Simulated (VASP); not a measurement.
Set up this calculation in VASP 6.6.1, as the native input.

```yaml
Task: electric field gradients
Functional: LDA
Potentials_or_basis: VASP PAW LDA potentials, release 64 (Ca_sv)
Cutoff: 400 eV
k_mesh: 11 × 11 × 11
Occupations: fermi-dirac, width 0.05 eV
Spin: no spin polarisation
Dipole_correction: no
Further_INCAR_settings: ALGO = Normal; EDIFF = 1e-08; NBANDS = 11
```

The structure of Ca lies in POSCAR:

```
Ca
1.0
    0.0000000000      2.7942000000      2.7942000000
    2.7942000000      0.0000000000      2.7942000000
    2.7942000000      2.7942000000      0.0000000000
Ca
1
Direct
    0.0000000000      0.0000000000      0.0000000000
```

One way to write it, as run:

INCAR

```
  PREC = Accurate
  ENCUT = 400
  EDIFF = 1E-8
  ISMEAR = -1
  SIGMA = 0.05
  LREAL = F
  LASPH = T
  NELM = 120
  ALGO = Normal
  ISIF = 2
  LWAVE = F
  LCHARG = F
  LEFG = T
  NBANDS = 11
  GGA_COMPAT = F
```

KPOINTS

```
Automatic mesh
0
Gamma
  11 11 11
```

Potentials or basis: VASP PAW LDA potentials, release 64 (Ca_sv).

Launch:

```console
$ cat potpaw_LDA.64/Ca_sv/POTCAR > POTCAR
$ mpirun -np 1 vasp_std > vasp.out
```

Results of the run:

```yaml
Pressure: -2.1 GPa
Band_gap_on_the_k_mesh: zero (bands 5 and 6 overlap by 0.24 eV)
Largest_electric_field_gradient_by_atom: zero within the noise of the run
```

Wall time 36 s on 1 thread of AMD EPYC 7R43 64-Core Processor (Zen 3), on a shared host, peak memory 0.11 GiB.
